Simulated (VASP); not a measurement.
# CdTe (I-4m2) in VASP: notebook

The runs below take CdTe through single point, with PBE.

Program: VASP 6.6.1. These are calculated values, not measurements. Logs are shortened: lines on timing, memory, paths and dates and some standing lists are left out, and cuts for length are marked.

## Step 1: The cell of the first run

It takes space group I-4m2 (No. 119, tetragonal). Conventional cell: a = 4.539 Å, b = 4.539 Å, c = 6.816 Å, α = 90.00°, β = 90.00°, γ = 90.00°. Within 3.7 Å of Cd (site symmetry -4m2) lie 4 Te at 2.84 Å. Within 3.7 Å of Te (site symmetry -4m2) lie 4 Cd at 2.84 Å.

## Step 2: Single point, PBE (strain -0.030 along x and y, +0.030 along z)

Contents of INCAR:

```
PREC = Accurate
ENCUT = 520
EDIFF = 1E-6
ISMEAR = 0
SIGMA = 0.05
LREAL = False
LASPH = True
NELM = 60
ALGO = Normal
ISIF = 2
LWAVE = False
LCHARG = False
GGA = PE
NBANDS = 16
```

Contents of KPOINTS:

```
Automatic mesh
0
Gamma
  10 10 10
```

Contents of POSCAR:

```
CdTe
1.0
    0.0000000000      3.2094260826      3.4079472836
    3.2094260826      0.0000000000      3.4079472836
    3.2094260826      3.2094260826      0.0000000000
Cd Te
1 1
Direct
    0.0000000000      0.0000000000      0.0000000000
    0.7500000000      0.7500000000      0.7500000000
```

Potentials or basis: VASP PAW PBE potentials, release 64 (Cd, Te).

The run is started by

```bash
$ cat potpaw_PBE.64/Cd/POTCAR potpaw_PBE.64/Te/POTCAR > POTCAR
$ mpirun -np 1 vasp_std > vasp.out
```

OUTCAR:

```text
PREC = Accurate
   ENCUT = 520
   EDIFF = 1E-6
   ISMEAR = 0
   LREAL = False
   LASPH = True
   NELM = 60
   ISIF = 2
   GGA = PE

 ion  position               nearest neighbor table
   1  0.000  0.000  0.000-   2 2.84   2 2.84   2 2.84   2 2.84
   2  0.750  0.750  0.750-   1 2.84   1 2.84   1 2.84   1 2.84

  LATTYP: Found a body centered tetragonal cell.
 ALAT       =     4.5388138934
 C/A-ratio  =     1.5016906899

  Lattice vectors:

 A1 = (  -3.2094260826,   0.0000000000,   3.4079472836)
 A2 = (   3.2094260826,   0.0000000000,   3.4079472836)
 A3 = (   0.0000000000,   3.2094260826,  -3.4079472836)

Analysis of symmetry for initial positions (statically):
=====================================================================
 Subroutine PRICEL returns:
 Original cell was already a primitive cell.

 Routine SETGRP: Setting up the symmetry group for a
 body centered tetragonal supercell.

 Subroutine GETGRP returns: Found  8 space group operations
 (whereof  8 operations were pure point group operations)
 out of a pool of 16 trial point group operations.

The static configuration has the point symmetry D_2d.

Analysis of symmetry for dynamics (positions and initial velocities):
=====================================================================
 Subroutine PRICEL returns:
 Original cell was already a primitive cell.

 Routine SETGRP: Setting up the symmetry group for a
 body centered tetragonal supercell.

 Subroutine GETGRP returns: Found  8 space group operations
 (whereof  8 operations were pure point group operations)
 out of a pool of 16 trial point group operations.

The dynamic configuration has the point symmetry D_2d.

 Subroutine INISYM returns: Found  8 space group operations
 (whereof  8 operations are pure point group operations),
 and found     1 'primitive' translations

----------------------------------------------------------------------------------------

                                     Primitive cell

  volume of cell :      70.2065

  direct lattice vectors                    reciprocal lattice vectors
     0.000000000  3.209426083  3.407947284    -0.155791094  0.155791094  0.146715884
     3.209426083  0.000000000  3.407947284     0.155791094 -0.155791094  0.146715884
     3.209426083  3.209426083  0.000000000     0.155791094  0.155791094 -0.146715884

  length of vectors
     4.681294743  4.681294743  4.538813893     0.264702249  0.264702249  0.264702249

  position of ions in fractional coordinates (direct lattice)
     0.000000000  0.000000000  0.000000000
     0.750000000  0.750000000  0.750000000

  ion indices of the primitive-cell ions
   primitive index   ion index
                 1           1
                 2           2

----------------------------------------------------------------------------------------

 KPOINTS: Automatic mesh

Automatic generation of k-mesh.
 Grid dimensions read from file:
 generate k-points for:   10   10   10

 Generating k-lattice:

  Cartesian coordinates                     Fractional coordinates (reciprocal lattice)
    -0.015579109  0.015579109  0.014671588     0.100000000  0.000000000  0.000000000
     0.015579109 -0.015579109  0.014671588     0.000000000  0.100000000  0.000000000
     0.015579109  0.015579109 -0.014671588     0.000000000  0.000000000  0.100000000

  Length of vectors
     0.026470225  0.026470225  0.026470225

  Shift w.r.t. Gamma in fractional coordinates (k-lattice)
     0.000000000  0.000000000  0.000000000

 Subroutine IBZKPT returns following result:
 ===========================================

 Found    102 irreducible k-points:

 Following reciprocal coordinates:
            Coordinates               Weight
  0.000000  0.000000  0.000000      1.000000
  0.100000 -0.000000  0.000000      8.000000
  0.200000 -0.000000  0.000000      8.000000
  0.300000 -0.000000  0.000000      8.000000
  0.400000 -0.000000  0.000000      8.000000
  0.500000  0.000000  0.000000      4.000000
[... 16 lines left out ...]
  0.300000  0.300000  0.000000      2.000000
  0.400000  0.300000  0.000000      8.000000
 [... further k-points ...]
   k-points           NKPTS =    102   k-points in BZ     NKDIM =    102   number of bands    NBANDS=     16
   number of dos      NEDOS =    301   number of ions     NIONS =      2
   total plane-waves  NPLWV =  46656
   dimension x,y,z NGX =    36 NGY =   36 NGZ =   36
   dimension x,y,z NGXF=    72 NGYF=   72 NGZF=   72
   ions per type =               1   1
   NGX,Y,Z   is equivalent  to a cutoff of  12.78, 12.78, 13.19 a.u.
   NGXF,Y,Z  is equivalent  to a cutoff of  25.57, 25.57, 26.37 a.u.
 SYSTEM =  unknown system
   PREC   = accura    normal or accurate (medium, high low for compatibility)
   ISTART =      0    job   : 0-new  1-cont  2-samecut
   ICHARG =      2    charge: 1-file 2-atom 10-const
   ISPIN  =      1    spin polarized calculation?
   LNONCOLLINEAR =      F non collinear calculations
   LSORBIT =      F    spin-orbit coupling
   LASPH  =      T    aspherical Exc in radial PAW
   ENCUT  =  520.0 eV  38.22 Ry    6.18 a.u.   8.70  8.70  8.44*2*pi/ulx,y,z
   NELM   =     60;   NELMIN=  2; NELMDL= -5     # of ELM steps
   EDIFF  = 0.1E-05   stopping-criterion for ELM
   LREAL  =      F    real-space projection
   EDIFFG = 0.1E-04   stopping-criterion for IOM
   NSW    =      0    number of steps for IOM
   IBRION =     -1    ionic relax: 0-MD 1-quasi-New 2-CG
   NFREE  =      0    steps in history (QN), initial steepest desc. (CG)
   ISIF   =      2    stress and relaxation
   ISYM   =      2    0-nonsym 1-usesym 2-fastsym
   POTIM  = 0.5000    time-step for ionic-motion
   TEBEG  =    0.0;   TEEND  =   0.0 temperature during run
   PSTRESS=    0.0 pullay stress
   NELECT =      18.0000    total number of electrons
   NUPDOWN=      -1.0000    fix difference up-down
   EMIN   =  10.00;   EMAX   =-10.00  energy-range for DOS
   EFERMI =   0.00;   METHOD = LEGACY
   ISMEAR =     0;   SIGMA  =   0.05  broadening in eV -4-tet -1-fermi 0-gaus
   EFERMI_NEDOS =   21; number of points for ismear=-14 and -15
   IALGO  =     38    algorithm
   IMIX   =      4    mixing-type and parameters
     AMIX     =   0.40;   BMIX     =  1.00
     AMIX_MAG =   1.60;   BMIX_MAG =  1.00
  volume/ion in A,a.u.               =      35.10       236.89
  Fermi-wavevector in a.u.,A,eV,Ry     =   1.040015  1.965344 14.716499  1.081632
  Thomas-Fermi vector in A             =   2.174572
   LORBIT       =      0    0 simple, 1 ext, 2 COOP (PROOUT), +10 PAW based schemes
   GGA     = PE    functional components
   LHFCALC =     F    Hartree Fock is set to
   AEXX    =    0.0000 exact exchange contribution
   IVDW    =     0    specifies the selected vdW correction
   LEPSILON=     F    determine dielectric tensor
   LRPA    =     F    only Hartree local field effects (RPA)
 non-spin polarized calculation
 Gauss-broadening in eV      SIGMA  =   0.05
  energy-cutoff  :      520.00
  volume of cell :       70.21
 maximum number of plane-waves:      1908
   NGX = 17   NGY = 17   NGZ = 17

 number of electron      18.0000003 magnetization

 Free energy of the ion-electron system (eV)
  ---------------------------------------------------
  ext. energy  EPLUGINS =         0.00000000
  ---------------------------------------------------
  free energy    TOTEN  =        -4.79409905 eV

  energy without entropy =       -4.79409905  energy(sigma->0) =       -4.79409905

 E-fermi :   2.3894     XC(G=0):  -8.4512

 val. band max:        2.1348651675   @ k =   0.0000   0.0000   0.0000
 cond. band min:       2.7287827281   @ k =   0.0000   0.0000   0.0000
 fundamental gap:      0.5939175605
 Fermi energy:         2.3893634640

 k-point     1 :       0.0000    0.0000    0.0000
  band No.  band energies     occupation
      1      -8.9274      2.00000
      2      -6.1232      2.00000
      3      -6.1075      2.00000
      4      -6.1075      2.00000
      5      -5.8797      2.00000
      6      -5.8737      2.00000
[... 8 lines left out ...]
     15      10.8998      0.00000
     16      11.5743      0.00000

 k-point     2 :       0.1000   -0.0000    0.0000
  band No.  band energies     occupation
      1      -8.8918      2.00000
      2      -6.1133      2.00000
      3      -6.1009      2.00000
      4      -6.0836      2.00000
      5      -5.8794      2.00000
      6      -5.8749      2.00000
[... 8 lines left out ...]
     15      10.4877      0.00000
     16      11.1530      0.00000

 k-point     3 :       0.2000   -0.0000    0.0000
  band No.  band energies     occupation
      1      -8.7984      2.00000
      2      -6.0959      2.00000
      3      -6.0843      2.00000
      4      -5.9974      2.00000
      5      -5.8770      2.00000
      6      -5.8762      2.00000
[... 8 lines left out ...]
     15      10.6606      0.00000
     16      10.6772      0.00000

 k-point     4 :       0.3000   -0.0000    0.0000
  band No.  band energies     occupation
      1      -8.6833      2.00000
      2      -6.0784      2.00000
      3      -6.0656      2.00000
      4      -5.8828      2.00000
      5      -5.8776      2.00000
      6      -5.8287      2.00000
[... 8 lines left out ...]
     15      10.7459      0.00000
     16      10.7855      0.00000
[... 324 lines left out ...]
 k-point    22 :      -0.2000    0.2000    0.0000
  band No.  band energies     occupation
      1      -8.6407      2.00000
      2      -6.0593      2.00000
      3      -6.0579      2.00000
      4      -5.8989      2.00000
      5      -5.8875      2.00000
      6      -5.7561      2.00000
[... 8 lines left out ...]
     15      11.5509      0.00000
     16      12.0638      0.00000

 k-point    23 :       0.3000    0.3000    0.0000
  band No.  band energies     occupation
      1      -8.6216      2.00000
      2      -6.0168      2.00000
      3      -6.0168      2.00000
      4      -5.9405      2.00000
      5      -5.8599      2.00000
      6      -5.8037      2.00000
[... 8 lines left out ...]
     15      12.4232      0.00000
     16      13.1500      0.00000

 k-point    24 :       0.4000    0.3000    0.0000
  band No.  band energies     occupation
      1      -8.5513      2.00000
      2      -6.0081      2.00000
      3      -5.9988      2.00000
      4      -5.9327      2.00000
      5      -5.8587      2.00000
      6      -5.6737      2.00000
[... 8 lines left out ...]
     15      12.6568      0.00000
     16      13.4380      0.00000

 [... further k-points ...]

------------------------ aborting loop because EDIFF is reached ----------------------------------------

  FORCE on cell =-STRESS in cart. coord.  units (eV):
  Direction    XX          YY          ZZ          XY          YZ          ZX
  --------------------------------------------------------------------------------------
  -------------------------------------------------------------------------------------
  Total        0.7126235      0.7126235      0.2520832      0.0000000     -0.0000000      0.0000000
  in kB       16.2627163     16.2627163      5.7527690      0.0000000     -0.0000000      0.0000000
  external PRESSURE =      12.7594005 kB  Pullay stress =       0.0000000 kB

 VOLUME and BASIS-vectors are now :
 -----------------------------------------------------------------------------
  energy-cutoff  :      520.00
  volume of cell :       70.21
      direct lattice vectors                 reciprocal lattice vectors
     0.000000000  3.209426083  3.407947284    -0.155791094  0.155791094  0.146715884
     3.209426083  0.000000000  3.407947284     0.155791094 -0.155791094  0.146715884
     3.209426083  3.209426083  0.000000000     0.155791094  0.155791094 -0.146715884

 POSITION                                       TOTAL-FORCE (eV/Angst)
 -----------------------------------------------------------------------------------
      0.00000      0.00000      0.00000        -0.000000     -0.000000      0.000000
      4.81414      4.81414      5.11192         0.000000      0.000000      0.000000
 -----------------------------------------------------------------------------------
    total drift:                                0.000000      0.000000      0.000000

  FREE ENERGIE OF THE ION-ELECTRON SYSTEM (eV)
  ---------------------------------------------------
  free  energy   TOTEN  =        -4.7940990458 eV

  energy  without entropy=       -4.7940990458  energy(sigma->0) =       -4.79409905
```

Wall time 2.3 min (1 thread of Intel Xeon 8259CL, shared host); peak memory 0.29 GiB.

What came out:

| Property | Result |
| --- | --- |
| Free energy | -4.7941 eV |
| Pressure | 1.3 GPa |
| Band gap on the k mesh | 0.59 eV |

Stress tensor (GPa, compression positive):
```
1.63 0.00 0.00
0.00 1.63 0.00
0.00 0.00 0.58
```

Caveat: the cell differs from its parent crystal (strain -0.030 along x and y, +0.030 along z); spin-orbit coupling is left out, which moves the levels of the heavy elements.

## Step 3: Single point, PBE (strain +0.000 along x and y, -0.030 along z)

Contents of INCAR:

```
SYSTEM = CdTe
PREC = Accurate
ENCUT = 520
EDIFF = 1E-6
ISMEAR = 0
SIGMA = 0.05
LREAL = .FALSE.
LASPH = .TRUE.
NELM = 80
ALGO = Normal
ISIF = 2
LWAVE = .FALSE.
LCHARG = .FALSE.
GGA = PE
NBANDS = 16
```

Contents of KPOINTS:

```
Automatic mesh
0
G
  10 10 10
  0 0 0
```

Contents of POSCAR:

```
CdTe
1.0
    0.0000000000      3.3086866831      3.2094260826
    3.3086866831      0.0000000000      3.2094260826
    3.3086866831      3.3086866831      0.0000000000
Cd Te
1 1
Direct
    0.0000000000      0.0000000000      0.0000000000
    0.7500000000      0.7500000000      0.7500000000
```

Potentials or basis: VASP PAW PBE potentials, release 64 (Cd, Te).

The run is started by

```bash
$ cat potpaw_PBE.64/Cd/POTCAR potpaw_PBE.64/Te/POTCAR > POTCAR
$ mpirun -np 1 vasp_std > vasp.out
```

Run time: 2.8 min. Hardware: 1 thread of Intel Xeon 8259CL, shared host; peak memory 0.29 GiB.

Results (log left out):

```yaml
Free_energy: -4.8014 eV
Pressure: 1.3 GPa
Band_gap_on_the_k_mesh: 0.61 eV
```

Stress tensor (GPa, compression positive):
```
1.13 0.00 0.00
0.00 1.13 0.00
0.00 0.00 1.58
```

Levels at points of the mesh, in eV from the valence-band top:
| k point | band 6 | band 7 | band 8 | band 9 | band 10 | band 11 | band 12 | band 13 |
| --- | --- | --- | --- | --- | --- | --- | --- | --- |
| (0.00, 0.00, 0.00) | -8.00 | -0.09 | -0.09 | 0.00 | 0.61 | 4.56 | 4.57 | 4.57 |
| (0.50, 0.00, 0.00) | -7.68 | -4.30 | -0.86 | -0.72 | 1.72 | 5.06 | 5.24 | 7.00 |
| (0.50, 0.50, 0.00) | -7.52 | -4.12 | -1.90 | -1.90 | 2.46 | 2.55 | 8.75 | 8.91 |
| (0.50, 0.00, 0.50) | -7.56 | -4.26 | -1.79 | -1.75 | 2.66 | 2.69 | 8.53 | 8.78 |

Caveat: the cell differs from its parent crystal (strain +0.000 along x and y, -0.030 along z); spin-orbit coupling is left out, which moves the levels of the heavy elements.

[end of part 1 of 2]
